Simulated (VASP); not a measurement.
Here is a VASP 6.6.1 calculation.

INCAR

```
SYSTEM = Os
PREC = Accurate ; ENCUT = 560
EDIFF = 1E-6 ; ISMEAR = -1
SIGMA = 0.1 ; LREAL = .False.
LASPH = .True. ; NELM = 120
ALGO = Normal ; ISIF = 2
LWAVE = .False. ; LCHARG = .False.
GGA = PE ; NBANDS = 14
GGA_COMPAT = .False.
```

Contents of KPOINTS:

```
Automatic mesh
0
Gamma
  17 17 16
  0 0 0
```

File POSCAR:

```
Os
1.0
    2.5867495672      0.0000000000      0.0000000000
   -1.2933747836      2.2401908385      0.0000000000
    0.0000000000      0.0000000000      2.4576371420
Os
1
Direct
    0.0000000000      0.0000000000      0.0000000000
```

Potentials or basis: VASP PAW PBE potentials, release 64 (Os_sv_GW).

Command:

```sh
$ cat potpaw_PBE.64/Os_sv_GW/POTCAR > POTCAR
$ mpirun -np 1 vasp_std > vasp.out
```

(1) Estimate the band gap on the k mesh.

(2) Predict the pressure.

## Answers

(1) zero (bands 8 and 9 overlap by 5.39 eV).

(2) 38.9 GPa.

Caveat: the cell stands under pressure; spin-orbit coupling is left out, which moves the levels of the heavy elements.
